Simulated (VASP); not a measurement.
Wanted: the native input for a VASP 6.6.1 run.

- Task: single point
- Functional: PBE
- Potentials or basis: VASP PAW PBE potentials, release 64 (Sn_d, Se)
- Cutoff: 520 eV
- k mesh: 6 × 6 × 6
- Occupations: fermi-dirac, width 0.05 eV
- Spin: no spin polarisation
- Dipole correction: no
- Further INCAR settings: ALGO = Normal; EDIFF = 1e-06; NBANDS = 32

The structure of Sn3Se lies in POSCAR:

```
Sn3Se
1.0
    0.0000000000      3.7080826276      3.7080826276
    3.7080826276      0.0000000000      3.7080826276
    3.7080826276      3.7080826276      0.0000000000
Sn Se
3 1
Direct
    0.5000000000      0.5000000000      0.5000000000
    0.7500000000      0.7500000000      0.7500000000
    0.2500000000      0.2500000000      0.2500000000
    0.0000000000      0.0000000000      0.0000000000
```

These files were run (other wordings do the same):

INCAR

```
SYSTEM = Sn3Se
PREC     = Accurate       ! precision mode
ENCUT    = 520            ! plane-wave cutoff, eV
EDIFF    = 1E-6           ! SCF threshold, eV
ISMEAR   = -1             ! smearing method
SIGMA    = 0.05           ! smearing width, eV
LREAL    = .FALSE.        ! projectors in reciprocal space
LASPH    = .TRUE.         ! aspherical terms in the spheres
NELM     = 80             ! most SCF steps
ALGO     = Normal         ! electronic algorithm
ISIF     = 2              ! what is computed and relaxed
LWAVE    = .FALSE.        ! write WAVECAR
LCHARG   = .TRUE.         ! write CHGCAR
GGA      = PE             ! functional
LELF     = .TRUE.         ! ELF
LVHAR    = .TRUE.       
NBANDS   = 32             ! bands
```

KPOINTS

```
Automatic mesh
0
G
  6 6 6
  0 0 0
```

Potentials or basis: VASP PAW PBE potentials, release 64 (Sn_d, Se).

Run with:

```console
$ cat potpaw_PBE.64/Sn_d/POTCAR potpaw_PBE.64/Se/POTCAR > POTCAR
$ mpirun -np 1 vasp_std > vasp.out
```

It gave:

```json
{
 "Pressure": "0.8 GPa",
 "Band gap on the k mesh": "zero (band 24 reaches 8.10 eV, above the bottom of band 25 at 6.11 eV)"
}
```

Caveat: spin-orbit coupling is left out, which moves the levels of the heavy elements.

It took 34 s on 1 thread of Intel(R) Xeon(R) 6975P-C (Granite Rapids), with other jobs on the host, peak memory 0.24 GiB.
